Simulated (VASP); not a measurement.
Co, 4 atoms in the cell. The structure is hexagonal, space group P6_3/mmc (No. 194). The conventional cell has a = 2.471 Å, b = 2.471 Å, c = 8.088 Å, α = 90.00°, β = 90.00°, γ = 120.00°. Within 3.3 Å of Co (site symmetry -6m2) lie 12 Co at 2.47 Å. Within 3.3 Å of Co (site symmetry -3m) lie 12 Co at 2.47 Å. 

| Item | Value |
| --- | --- |
| Program | VASP 6.6.1 |
| Task | vibrations by perturbation theory |
| Functional | LDA |
| Potentials or basis | VASP PAW LDA potentials, release 64 (Co) |
| Cutoff | 520 eV |
| k mesh | 10 × 10 × 3 |
| Occupations | fermi-dirac, width 0.05 eV |
| Spin | collinear spin, ferromagnetic start |
| Starting moments | [2.0, 2.0, 2.0, 2.0] μB |
| Dipole correction | no |
| Further INCAR settings | ALGO = Normal; EDIFF = 1e-08; IBRION = 8; NSW = 1 |

Potentials or basis: VASP PAW LDA potentials, release 64 (Co).

The run is started by

```bash
$ cat potpaw_LDA.64/Co/POTCAR > POTCAR
$ mpirun -np 1 vasp_std > vasp.out
```

Hardware: 1 thread of Intel Xeon 8259CL, on a shared host.

Problem. How long does it take, and how much memory?

Solution. It took 15 min on 1 thread of Intel Xeon 8259CL, on a shared host, peak memory 0.47 GiB. Counts: scf iterations 90, k points 28.
